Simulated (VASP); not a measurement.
# Au (Fm-3m) in VASP: a series of runs

The runs below take Au through single point, with PBE.

Program: VASP 6.6.1. These are calculated values, not measurements. Logs are shortened: lines on timing, memory, paths and dates and some standing lists are left out, and cuts for length are marked.

### Step 1. The cell of the first run

It takes space group Fm-3m (No. 225, cubic). Conventional cell: a = 4.001 Å, b = 4.001 Å, c = 4.001 Å, α = 90.00°, β = 90.00°, γ = 90.00°. Within 3.7 Å of Au (site symmetry m-3m) lie 12 Au at 2.83 Å.

### Step 2. Single point, PBE

The input, INCAR:

```
PREC     = Accurate       # precision mode
ENCUT    = 500            # plane-wave cutoff, eV
EDIFF    = 1E-6           # SCF threshold, eV
ISMEAR   = -1             # smearing method
SIGMA    = 0.05           # smearing width, eV
LREAL    = False          # projectors in reciprocal space
LASPH    = True           # aspherical terms in the spheres
NELM     = 120            # most SCF steps
ALGO     = Normal         # electronic algorithm
ISIF     = 2              # what is computed and relaxed
LWAVE    = False          # write WAVECAR
LCHARG   = True           # write CHGCAR
GGA      = PE             # functional
LELF     = True           # ELF
LVHAR    = True         
NBANDS   = 12             # bands
GGA_COMPAT= False
```

The input, KPOINTS:

```
regular mesh
0
Gamma
  10 10 10
```

The input, POSCAR:

```
Au
1.0
    0.0000000000      2.0005018100      2.0005018100
    2.0005018100      0.0000000000      2.0005018100
    2.0005018100      2.0005018100      0.0000000000
Au
1
Direct
    0.0000000000      0.0000000000      0.0000000000
```

Potentials or basis: VASP PAW PBE potentials, release 64 (Au).

The run is started by

```console
$ cat potpaw_PBE.64/Au/POTCAR > POTCAR
$ mpirun -np 1 vasp_std > vasp.out
```

OUTCAR:

```text
PREC = Accurate
   ENCUT = 500
   EDIFF = 1E-6
   ISMEAR = -1
   LREAL = False
   LASPH = True
   NELM = 120
   ISIF = 2
   GGA = PE

 ion  position               nearest neighbor table
   1  0.000  0.000  0.000-

  LATTYP: Found a face centered cubic cell.
 ALAT       =     4.0010036200

  Lattice vectors:

 A1 = (   0.0000000000,   2.0005018100,   2.0005018100)
 A2 = (   2.0005018100,   0.0000000000,   2.0005018100)
 A3 = (   2.0005018100,   2.0005018100,   0.0000000000)

Analysis of symmetry for initial positions (statically):
[... 33 lines left out ...]
                                     Primitive cell

  volume of cell :      16.0120

  direct lattice vectors                    reciprocal lattice vectors
     0.000000000  2.000501810  2.000501810    -0.249937289  0.249937289  0.249937289
     2.000501810  0.000000000  2.000501810     0.249937289 -0.249937289  0.249937289
     2.000501810  2.000501810  0.000000000     0.249937289  0.249937289 -0.249937289

  length of vectors
     2.829136791  2.829136791  2.829136791     0.432904084  0.432904084  0.432904084

  position of ions in fractional coordinates (direct lattice)
     0.000000000  0.000000000  0.000000000

  ion indices of the primitive-cell ions
   primitive index   ion index
                 1           1

----------------------------------------------------------------------------------------

 KPOINTS: regular mesh

Automatic generation of k-mesh.
 Grid dimensions read from file:
 generate k-points for:   10   10   10

 Generating k-lattice:

  Cartesian coordinates                     Fractional coordinates (reciprocal lattice)
    -0.024993729  0.024993729  0.024993729     0.100000000  0.000000000  0.000000000
     0.024993729 -0.024993729  0.024993729     0.000000000  0.100000000  0.000000000
     0.024993729  0.024993729 -0.024993729     0.000000000  0.000000000  0.100000000

  Length of vectors
     0.043290408  0.043290408  0.043290408

  Shift w.r.t. Gamma in fractional coordinates (k-lattice)
     0.000000000  0.000000000  0.000000000

 Subroutine IBZKPT returns following result:
 ===========================================

 Found     47 irreducible k-points:

 Following reciprocal coordinates:
            Coordinates               Weight
  0.000000  0.000000  0.000000      1.000000
  0.100000  0.000000  0.000000      8.000000
  0.200000  0.000000  0.000000      8.000000
  0.300000  0.000000  0.000000      8.000000
  0.400000  0.000000  0.000000      8.000000
  0.500000  0.000000  0.000000      4.000000
[... 16 lines left out ...]
  0.300000  0.300000  0.000000      6.000000
  0.400000  0.300000  0.000000     24.000000
 [... further k-points ...]
   k-points           NKPTS =     47   k-points in BZ     NKDIM =     47   number of bands    NBANDS=     12
   number of dos      NEDOS =    301   number of ions     NIONS =      1
   total plane-waves  NPLWV =  13824
   dimension x,y,z NGX =    24 NGY =   24 NGZ =   24
   dimension x,y,z NGXF=    48 NGYF=   48 NGZF=   48
   ions per type =               1
   NGX,Y,Z   is equivalent  to a cutoff of  14.10, 14.10, 14.10 a.u.
   NGXF,Y,Z  is equivalent  to a cutoff of  28.21, 28.21, 28.21 a.u.
 SYSTEM =  unknown system
   PREC   = accura    normal or accurate (medium, high low for compatibility)
   ISTART =      0    job   : 0-new  1-cont  2-samecut
   ICHARG =      2    charge: 1-file 2-atom 10-const
   ISPIN  =      1    spin polarized calculation?
   LNONCOLLINEAR =      F non collinear calculations
   LSORBIT =      F    spin-orbit coupling
   LASPH  =      T    aspherical Exc in radial PAW
   ENCUT  =  500.0 eV  36.75 Ry    6.06 a.u.   5.16  5.16  5.16*2*pi/ulx,y,z
   NELM   =    120;   NELMIN=  2; NELMDL= -5     # of ELM steps
   EDIFF  = 0.1E-05   stopping-criterion for ELM
   LREAL  =      F    real-space projection
   EDIFFG = 0.1E-04   stopping-criterion for IOM
   NSW    =      0    number of steps for IOM
   IBRION =     -1    ionic relax: 0-MD 1-quasi-New 2-CG
   NFREE  =      0    steps in history (QN), initial steepest desc. (CG)
   ISIF   =      2    stress and relaxation
   ISYM   =      2    0-nonsym 1-usesym 2-fastsym
   POTIM  = 0.5000    time-step for ionic-motion
   TEBEG  =    0.0;   TEEND  =   0.0 temperature during run
   PSTRESS=    0.0 pullay stress
   NELECT =      11.0000    total number of electrons
   NUPDOWN=      -1.0000    fix difference up-down
   EMIN   =  10.00;   EMAX   =-10.00  energy-range for DOS
   EFERMI =   0.00;   METHOD = LEGACY
   ISMEAR =    -1;   SIGMA  =   0.05  broadening in eV -4-tet -1-fermi 0-gaus
   EFERMI_NEDOS =   21; number of points for ismear=-14 and -15
   IALGO  =     38    algorithm
   IMIX   =      4    mixing-type and parameters
     AMIX     =   0.40;   BMIX     =  1.00
     AMIX_MAG =   1.60;   BMIX_MAG =  1.00
  volume/ion in A,a.u.               =      16.01       108.05
  Fermi-wavevector in a.u.,A,eV,Ry     =   1.444520  2.729746 28.390419  2.086637
  Thomas-Fermi vector in A             =   2.562805
   LORBIT       =      0    0 simple, 1 ext, 2 COOP (PROOUT), +10 PAW based schemes
   GGA     = PE    functional components
   LHFCALC =     F    Hartree Fock is set to
   AEXX    =    0.0000 exact exchange contribution
   IVDW    =     0    specifies the selected vdW correction
   LEPSILON=     F    determine dielectric tensor
   LRPA    =     F    only Hartree local field effects (RPA)
 non-spin polarized calculation
  energy-cutoff  :      500.00
  volume of cell :       16.01
 maximum number of plane-waves:       415
 NGX is ok and might be reduce to    24
   NGX = 11   NGY = 11   NGZ = 11

 number of electron      11.0000001 magnetization

 Free energy of the ion-electron system (eV)
  ---------------------------------------------------
  ext. energy  EPLUGINS =         0.00000000
  ---------------------------------------------------
  free energy    TOTEN  =        -3.07864803 eV

  energy without entropy =       -3.07376230  energy(sigma->0) =       -3.07620516

 E-fermi :  10.5373     XC(G=0): -13.0940

 val. band max:       10.4303804779   @ k =   0.5000   0.2000   0.1000
 cond. band min:      10.5390051446   @ k =   0.5000   0.1000   0.0000
 fundamental gap:      0.1086246667
 Fermi energy:        10.5372844273

 k-point     1 :       0.0000    0.0000    0.0000
  band No.  band energies     occupation
      1       0.0157      2.00000
      2       5.5082      2.00000
      3       5.5082      2.00000
      4       5.5082      2.00000
      5       7.1998      2.00000
      6       7.1998      2.00000
      7      24.9646      0.00000
      8      29.3289      0.00000
      9      29.3289      0.00000
     10      29.3289      0.00000
     11      34.4374      0.00000
     12      39.8192      0.00000

 k-point     2 :       0.1000    0.0000    0.0000
  band No.  band energies     occupation
      1       0.3806      2.00000
      2       5.3877      2.00000
      3       5.6323      2.00000
      4       5.6323      2.00000
      5       7.1465      2.00000
      6       7.1465      2.00000
      7      25.4063      0.00000
      8      27.4528      0.00000
      9      29.8024      0.00000
     10      29.8024      0.00000
     11      35.3856      0.00000
     12      37.6754      0.00000

 k-point     3 :       0.2000    0.0000    0.0000
  band No.  band energies     occupation
      1       1.3499      2.00000
      2       5.2313      2.00000
      3       5.8213      2.00000
      4       5.8213      2.00000
      5       7.1891      2.00000
      6       7.1891      2.00000
      7      24.0049      0.00000
      8      26.2913      0.00000
      9      30.9439      0.00000
     10      30.9439      0.00000
     11      32.9649      0.00000
     12      35.0578      0.00000

 k-point     4 :       0.3000    0.0000    0.0000
  band No.  band energies     occupation
      1       2.3344      2.00000
      2       5.7395      2.00000
      3       5.7395      2.00000
      4       5.7622      2.00000
      5       7.6597      2.00000
      6       7.6597      2.00000
      7      20.1594      0.00000
      8      25.7594      0.00000
      9      30.7040      0.00000
     10      30.7040      0.00000
     11      33.4990      0.00000
     12      34.2005      0.00000

 k-point     5 :       0.4000    0.0000    0.0000
  band No.  band energies     occupation
      1       2.6335      2.00000
      2       5.5465      2.00000
      3       5.5465      2.00000
      4       7.6403      2.00000
      5       8.2671      2.00000
      6       8.2671      2.00000
      7      16.2662      0.00000
      8      24.8006      0.00000
      9      28.8972      0.00000
     10      28.8972      0.00000
     11      35.6870      0.00000
     12      35.6870      0.00000

 k-point     6 :       0.5000    0.0000    0.0000
  band No.  band energies     occupation
      1       2.6426      2.00000
      2       5.4622      2.00000
      3       5.4622      2.00000
      4       8.5383      2.00000
      5       8.5383      2.00000
      6       9.2971      2.00000
      7      13.9778      0.00000
      8      24.4318      0.00000
      9      28.1459      0.00000
     10      28.1459      0.00000
     11      36.4513      0.00000
     12      36.4513      0.00000

 k-point     7 :       0.1000    0.1000    0.0000
  band No.  band energies     occupation
      1       0.5040      2.00000
      2       5.2453      2.00000
      3       5.7380      2.00000
      4       5.7380      2.00000
      5       6.9186      2.00000
      6       7.3128      2.00000
      7      25.6041      0.00000
      8      28.1293      0.00000
      9      29.0920      0.00000
     10      29.0920      0.00000
     11      36.9119      0.00000
     12      36.9662      0.00000

 k-point     8 :       0.2000    0.1000    0.0000
  band No.  band energies     occupation
      1       1.2894      2.00000
      2       4.9918      2.00000
      3       5.9480      2.00000
      4       5.9875      2.00000
      5       6.7805      2.00000
      6       7.4478      2.00000
      7      25.3927      0.00000
      8      26.5158      0.00000
      9      28.8944      0.00000
     10      30.0792      0.00000
     11      33.5090      0.00000
     12      35.5205      0.00000
[... 166 lines left out ...]
 k-point    20 :      -0.4000    0.2000    0.0000
  band No.  band energies     occupation
      1       3.5848      2.00000
      2       4.9320      2.00000
      3       6.1405      2.00000
      4       6.2473      2.00000
      5       8.1984      2.00000
      6      12.2070      0.00000
      7      14.7796      0.00000
      8      22.7116      0.00000
      9      26.6943      0.00000
     10      27.0086      0.00000
     11      35.6720      0.00000
     12      36.6213      0.00000

 k-point    21 :      -0.3000    0.2000    0.0000
  band No.  band energies     occupation
      1       3.6901      2.00000
      2       5.0944      2.00000
      3       5.4960      2.00000
      4       6.2955      2.00000
      5       7.4217      2.00000
      6      10.3173      1.97572
      7      18.2774      0.00000
      8      22.4995      0.00000
      9      26.9693      0.00000
     10      29.4819      0.00000
     11      32.9369      0.00000
     12      36.7685      0.00000

 k-point    22 :      -0.2000    0.2000    0.0000
  band No.  band energies     occupation
      1       3.1261      2.00000
      2       4.7999      2.00000
      3       5.6015      2.00000
      4       6.4777      2.00000
      5       6.6497      2.00000
      6       8.9520      2.00000
      7      21.4792      0.00000
      8      23.6559      0.00000
      9      27.9670      0.00000
     10      30.5458      0.00000
     11      32.3290      0.00000
     12      36.9968      0.00000

 k-point    23 :       0.3000    0.3000    0.0000
  band No.  band energies     occupation
      1       3.0404      2.00000
      2       3.9169      2.00000
      3       6.6603      2.00000
      4       7.3909      2.00000
      5       7.3909      2.00000
      6       8.0155      2.00000
      7      24.3245      0.00000
      8      24.3245      0.00000
      9      25.1417      0.00000
     10      27.5491      0.00000
     11      29.2014      0.00000
     12      38.0671      0.00000

 k-point    24 :       0.4000    0.3000    0.0000
  band No.  band energies     occupation
      1       3.2930      2.00000
      2       3.7686      2.00000
      3       6.6970      2.00000
      4       7.5137      2.00000
      5       8.4564      2.00000
      6       9.0520      2.00000
      7      20.7481      0.00000
      8      23.1945      0.00000
      9      23.2630      0.00000
     10      28.5049      0.00000
     11      30.7222      0.00000
     12      38.1923      0.00000

 [... further k-points ...]
[... 5 lines left out ...]
  --------------------------------------------------------------------------------------
  -------------------------------------------------------------------------------------
  Total        2.2645259      2.2645259      2.2645259      0.0000000      0.0000000     -0.0000000
  in kB      226.5901504    226.5901504    226.5901504      0.0000000      0.0000000     -0.0000000
  external PRESSURE =     226.5901504 kB  Pullay stress =       0.0000000 kB

 VOLUME and BASIS-vectors are now :
 -----------------------------------------------------------------------------
  energy-cutoff  :      500.00
  volume of cell :       16.01
      direct lattice vectors                 reciprocal lattice vectors
     0.000000000  2.000501810  2.000501810    -0.249937289  0.249937289  0.249937289
     2.000501810  0.000000000  2.000501810     0.249937289 -0.249937289  0.249937289
     2.000501810  2.000501810  0.000000000     0.249937289  0.249937289 -0.249937289

 POSITION                                       TOTAL-FORCE (eV/Angst)
 -----------------------------------------------------------------------------------
      0.00000      0.00000      0.00000         0.000000      0.000000      0.000000
 -----------------------------------------------------------------------------------
    total drift:                               -0.000000      0.000000      0.000000

  FREE ENERGIE OF THE ION-ELECTRON SYSTEM (eV)
  ---------------------------------------------------
  free  energy   TOTEN  =        -3.0786480313 eV

  energy  without entropy=       -3.0737622973  energy(sigma->0) =       -3.07620516
```

Wall time 17 s (1 thread of Intel Xeon 8259CL, shared host); peak memory 0.14 GiB.

What came out:

```
Free energy : -3.0786 eV
Pressure    : 22.7 GPa
```

Caveat: spin-orbit coupling is left out, which moves the levels of the heavy elements.

(Part 1 of 3 ends here.)
